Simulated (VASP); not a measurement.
Write the native input for VASP 6.6.1 that does the following.

- Task: single point
- Functional: PBE
- Potentials or basis: VASP PAW PBE potentials, release 64 (Al, N, O)
- Cutoff: 520 eV
- k mesh: 5 × 5 × 1
- Occupations: gaussian, width 0.1 eV
- Spin: collinear spin, ferromagnetic start
- Starting moments: [0.0, 0.0, 0.0, 0.0, 0.0, 0.0, 0.0, 0.0, 0.0, 0.0, 0.0, 0.0, 1.0, 0.0] μB
- Dipole correction: yes
- Further INCAR settings: ALGO = Fast; EDIFF = 1e-06; NBANDS = 40

The structure of Al12NO lies in POSCAR:

```
Al12NO
1.0
    5.7143028096      0.0000000000      0.0000000000
    0.0000000000      5.7143028096      0.0000000000
    0.0000000000      0.0000000000     22.1750227966
Al N O
12 1 1
Direct
    0.2500000000      0.2500000000      0.1803831291
    0.2500000000      0.7500000000      0.1803831291
    0.7500000000      0.2500000000      0.1803831291
    0.7500000000      0.7500000000      0.1803831291
    0.0000000000      0.0000000000      0.2744094953
    0.0000000000      0.5000000000      0.2744094953
    0.5000000000      0.0000000000      0.2744094953
    0.5000000000      0.5000000000      0.2744094953
    0.2500000000      0.2500000000      0.3686590481
    0.2500000000      0.7500000000      0.3686590481
    0.7500000000      0.2500000000      0.3686590481
    0.7500000000      0.7500000000      0.3686590481
    0.4072502775      0.5000000000      0.4335969746
    0.5927497225      0.5000000000      0.4335969746
```

The input as run:

INCAR

```
ALGO = Fast ; DIPOL = 0.5 0.5 0.297
EDIFF = 1E-6 ; ENCUT = 520
GGA = PE ; IDIPOL = 3
ISIF = 2 ; ISMEAR = 0
ISPIN = 2 ; LASPH = T
LCHARG = T ; LDIPOL = T
LELF = T ; LORBIT = 11
LREAL = F ; LVACPOTAV = T
LVHAR = T ; LWAVE = F
MAGMOM = 0 0 0 0 0 0 0 0 0 0 0 0 1 0 ; NBANDS = 40
NELM = 150 ; PREC = Accurate
SIGMA = 0.1
```

KPOINTS

```
k-points
0
Gamma
  5 5 1
```

Potentials or basis: VASP PAW PBE potentials, release 64 (Al, N, O).

Command:

```bash
$ cat potpaw_PBE.64/Al/POTCAR potpaw_PBE.64/N/POTCAR potpaw_PBE.64/O/POTCAR > POTCAR
$ mpirun -np 1 vasp_std > vasp.out
```

It gave:

- Largest force: 26.673 eV/Å
- Net moment: 0.24 μB per cell
- Site moments: Al +0.00; N +0.06; O +0.03 μB
- Valence electrons inside the program's atomic spheres: Al 0.76, 0.77 (each value once); N 3.97; O 5.37

Caveat: the standard files for N, O and F lose accuracy on very short bonds.

Wall time 40 min on 1 thread of Oxide Virtual Turin-like Processor (shared host), peak memory 1.1 GiB.
